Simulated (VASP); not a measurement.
# Mg (C2/m) in VASP: notebook, part 2 of 2

VASP 6.6.1.

## 4. Single point, PBE (strain +0.0150 x Voigt [0, 0, 0, 0, 1, 0])

INCAR reads:

```
PREC     = Accurate       # precision mode
ENCUT    = 520            # plane-wave cutoff, eV
EDIFF    = 1E-6           # SCF threshold, eV
ISMEAR   = 0              # smearing method
SIGMA    = 0.15           # smearing width, eV
LREAL    = False          # projectors in reciprocal space
LASPH    = True           # aspherical terms in the spheres
NELM     = 100            # most SCF steps
ALGO     = Fast           # electronic algorithm
ISIF     = 2              # what is computed and relaxed
LWAVE    = False          # write WAVECAR
LCHARG   = True           # write CHGCAR
GGA      = PE             # functional
LELF     = True           # ELF
LVHAR    = True         
NBANDS   = 7              # bands
```

KPOINTS reads:

```
regular mesh
0
Gamma
  18 18 16
```

POSCAR reads:

```
Mg
1.0
    3.0502998005      0.0000000000      0.0228772485
   -1.5251499003      2.6416371164     -0.0114386243
    0.0228362818      0.0000000000      3.0448375700
Mg
1
Direct
    0.0000000000      0.0000000000      0.0000000000
```

Started as:

```sh
cat potpaw_PBE.64/Mg/POTCAR > POTCAR
mpirun -np 1 vasp_std > vasp.out
```

It took 78 s on 1 thread of Intel Xeon 8259CL, shared host; peak memory 0.36 GiB.

Results (log left out):

* Free energy: -1.2765 eV
* Pressure: 1.2 GPa
* Band gap on the k mesh: zero (bands 1 and 2 overlap by 5.38 eV)

Stress tensor (GPa, compression positive):
```
1.41 0.00 0.14
0.00 1.41 0.00
0.14 0.00 0.80
```

Levels at points of the mesh, in eV from the Fermi level:
```csv
k point,band 1,band 2,band 3,band 4,band 5
"(0.00, 0.00, 0.00)",-6.64,8.01,8.74,12.56,12.57
"(0.50, 0.00, 0.00)",-1.58,-1.16,8.25,8.62,12.89
"(0.00, 0.50, 0.00)",-1.58,-1.16,8.25,8.62,12.90
"(0.00, 0.00, 0.50)",-2.97,-2.34,14.72,14.73,16.19
"(0.50, 0.00, 0.50)",1.47,2.42,2.93,3.15,11.80
"(0.00, 0.50, 0.50)",1.48,2.40,3.02,3.06,11.79
```

Caveat: the cell differs from its parent crystal (strain +0.0150 x Voigt [0, 0, 0, 0, 1, 0]).

## 5. Single point, PBE (strain +0.0525 x Voigt [0, 0, 0, 0, 1, 0])

INCAR reads:

```
SYSTEM = Mg
ALGO     = Fast           ! electronic algorithm
EDIFF    = 1E-6           ! SCF threshold, eV
ENCUT    = 520            ! plane-wave cutoff, eV
GGA      = PE             ! functional
ISIF     = 2              ! what is computed and relaxed
ISMEAR   = 0              ! smearing method
LASPH    = .TRUE.         ! aspherical terms in the spheres
LCHARG   = .TRUE.         ! write CHGCAR
LELF     = .TRUE.         ! ELF
LREAL    = .FALSE.        ! projectors in reciprocal space
LVHAR    = .TRUE.       
LWAVE    = .FALSE.        ! write WAVECAR
NBANDS   = 7              ! bands
NELM     = 100            ! most SCF steps
PREC     = Accurate       ! precision mode
SIGMA    = 0.15           ! smearing width, eV
```

KPOINTS reads:

```
k-points
0
G
  18 18 16
  0 0 0
```

POSCAR reads:

```
Mg
1.0
    3.0502998005      0.0000000000      0.0800703698
   -1.5251499003      2.6416371164     -0.0400351849
    0.0799269862      0.0000000000      3.0448375700
Mg
1
Direct
    0.0000000000      0.0000000000      0.0000000000
```

Started as:

```sh
cat potpaw_PBE.64/Mg/POTCAR > POTCAR
mpirun -np 1 vasp_std > vasp.out
```

Run time: 70 s. Hardware: 1 thread of Intel Xeon 8259CL, shared host; peak memory 0.35 GiB.

Results (log left out):

```yaml
Free_energy: -1.2786 eV
Pressure: 1.2 GPa
Band_gap_on_the_k_mesh: zero (bands 1 and 2 overlap by 5.21 eV)
```

Stress tensor (GPa, compression positive):
```
1.36 0.00 0.70
0.00 1.37 0.00
0.70 0.00 0.86
```

Levels at points of the mesh, in eV from the Fermi level:
| k point | band 1 | band 2 | band 3 | band 4 |
| --- | --- | --- | --- | --- |
| (0.00, 0.00, 0.00) | -6.64 | 8.03 | 8.77 | 12.57 |
| (0.50, 0.00, 0.00) | -1.57 | -1.15 | 8.24 | 8.63 |
| (0.00, 0.50, 0.00) | -1.58 | -1.16 | 8.28 | 8.65 |
| (0.00, 0.00, 0.50) | -2.96 | -2.34 | 14.60 | 14.66 |
| (0.50, 0.00, 0.50) | 1.35 | 2.57 | 2.67 | 3.43 |
| (0.00, 0.50, 0.50) | 1.49 | 2.41 | 3.03 | 3.07 |

Caveat: the cell differs from its parent crystal (strain +0.0525 x Voigt [0, 0, 0, 0, 1, 0]).

## 6. Single point, PBE (strain +0.0375 x Voigt [0, 0, 0, 0, 1, 0])

INCAR reads:

```
SYSTEM = Mg
PREC = Accurate ; ENCUT = 520
EDIFF = 1E-6 ; ISMEAR = 0
SIGMA = 0.15 ; LREAL = .False.
LASPH = .True. ; NELM = 100
ALGO = Fast ; ISIF = 2
LWAVE = .False. ; LCHARG = .True.
GGA = PE ; LELF = .True.
LVHAR = .True. ; NBANDS = 7
```

KPOINTS reads:

```
regular mesh
0
Gamma
  18 18 16
  0 0 0
```

POSCAR reads:

```
Mg
1.0
    3.0502998005      0.0000000000      0.0571931213
   -1.5251499003      2.6416371164     -0.0285965606
    0.0570907044      0.0000000000      3.0448375700
Mg
1
Direct
    0.0000000000      0.0000000000      0.0000000000
```

Potentials or basis: VASP PAW PBE potentials, release 64 (Mg).

Started as:

```sh
cat potpaw_PBE.64/Mg/POTCAR > POTCAR
mpirun -np 1 vasp_std > vasp.out
```

Wall time 74 s (1 thread of Intel Xeon 8259CL, shared host); peak memory 0.35 GiB.

Results (log left out):

```yaml
Free_energy: -1.2774 eV
Pressure: 1.2 GPa
Band_gap_on_the_k_mesh: zero (bands 1 and 2 overlap by 5.29 eV)
```

Stress tensor (GPa, compression positive):
```
1.38 0.00 0.43
0.00 1.39 0.00
0.43 0.00 0.84
```

Levels at points of the mesh, in eV from the Fermi level:
```
           k point  band 1  band 2  band 3  band 4
(0.00, 0.00, 0.00)   -6.64    8.02    8.76   12.57
(0.50, 0.00, 0.00)   -1.57   -1.15    8.24    8.62
(0.00, 0.50, 0.00)   -1.58   -1.16    8.26    8.63
(0.00, 0.00, 0.50)   -2.96   -2.34   14.66   14.70
(0.50, 0.00, 0.50)    1.41    2.50    2.77    3.32
(0.00, 0.50, 0.50)    1.49    2.41    3.02    3.06
```

Caveat: the cell differs from its parent crystal (strain +0.0375 x Voigt [0, 0, 0, 0, 1, 0]).

## 7. The runs side by side

| cell | gap on the mesh (eV) | pressure (GPa) |
| --- | --- | --- |
| a = 3.051, b = 3.050, c = 3.046 Å, angles 91.3, 87.4, 120.0°, 1 atom | none | 1.2 |
| a = 3.051, b = 3.050, c = 3.045 Å, angles 89.1, 91.7, 120.0°, 1 atom | none | 1.2 |
| a = 3.050, b = 3.050, c = 3.045 Å, angles 90.4, 89.1, 120.0°, 1 atom | none | 1.2 |
| a = 3.051, b = 3.051, c = 3.046 Å, angles 91.5, 87.0, 120.0°, 1 atom | none | 1.2 |
| a = 3.051, b = 3.050, c = 3.045 Å, angles 91.1, 87.9, 120.0°, 1 atom | none | 1.2 |

Alike in all rows: task single point; level PBE; potentials or basis VASP PAW PBE potentials, release 64 (Mg); no spin polarisation; k mesh 18 × 18 × 16; cutoff (eV) 520; smearing gaussian 0.15 eV.

Total energies depend on the potentials used, so only differences within one code and one set of settings carry meaning.
